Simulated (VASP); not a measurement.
Here is a VASP 6.6.1 calculation.

File INCAR:

```
SYSTEM = CuSi16
ALGO = Normal
EDIFF = 1E-6
ENCUT = 520
GGA = PE
ISIF = 2
ISMEAR = 0
LASPH = .TRUE.
LCHARG = .FALSE.
LREAL = Auto
LWAVE = .FALSE.
NBANDS = 52
NELECT = 74.0
NELM = 100
PREC = Accurate
SIGMA = 0.02
```

Contents of KPOINTS:

```
k-points
0
G
  2 2 2
  0 0 0
```

POSCAR

```
CuSi16
1.0
    0.0000000000      5.4300000000      5.4300000000
    5.4300000000      0.0000000000      5.4300000000
    5.4300000000      5.4300000000      0.0000000000
Si Cu
16 1
Direct
   -0.0035497238     -0.0066488029      0.0140565378
    0.1279190608      0.1214244015      0.1269908840
    0.0010697974      0.0073047882      0.4990869245
    0.1214474217      0.1144547882      0.6429196133
    0.0132745856      0.4956948435     -0.0072729282
    0.1259873849      0.6193989871      0.1289070902
    0.0050350829      0.4886855433      0.5015435543
    0.1412559853      0.6176300184      0.6186839779
    0.5003910681      0.0123142726     -0.0127903315
    0.6239750460      0.1214067219      0.1270035912
    0.4928095764      0.0073073665      0.4990988950
    0.6175895948      0.1524203499      0.6126925414
    0.4985835175      0.4956754144     -0.0072617864
    0.6393548803      0.6347618785      0.0867988950
    0.5090884899      0.5237389503      0.4583927256
    0.6227281768      0.6176327808      0.6186922652
    0.7749551565      0.7849625230      0.6654321363
```

Potentials or basis: VASP PAW PBE potentials, release 64 (Si, Cu).

Command:

```bash
$ cat potpaw_PBE.64/Si/POTCAR potpaw_PBE.64/Cu/POTCAR > POTCAR
$ mpirun -np 1 vasp_std > vasp.out
```

Problem. What does it give for the largest force?

Solution. 0.010 eV/Å.

Forces in eV/Å, atoms in the order of the input:
```
Si   0.000  0.000  0.000
Si   0.000  0.002  0.001
Si   0.001  0.003  0.006
Si  -0.002 -0.002  0.003
Si   0.002 -0.001  0.000
Si  -0.002  0.002 -0.002
Si  -0.005  0.001 -0.001
Si  -0.005  0.003  0.007
Si  -0.001  0.001 -0.002
Si   0.000 -0.001 -0.002
Si   0.001 -0.005 -0.002
Si   0.003 -0.005  0.005
Si   0.002 -0.001  0.001
Si   0.006  0.005 -0.005
Si   0.005  0.001 -0.002
Si  -0.005 -0.008 -0.004
Cu   0.000  0.003 -0.003
```

Caveat: the k points lie up to 0.50 Å⁻¹ apart; the cell carries a net charge on a neutralising background, which shifts energy and pressure.
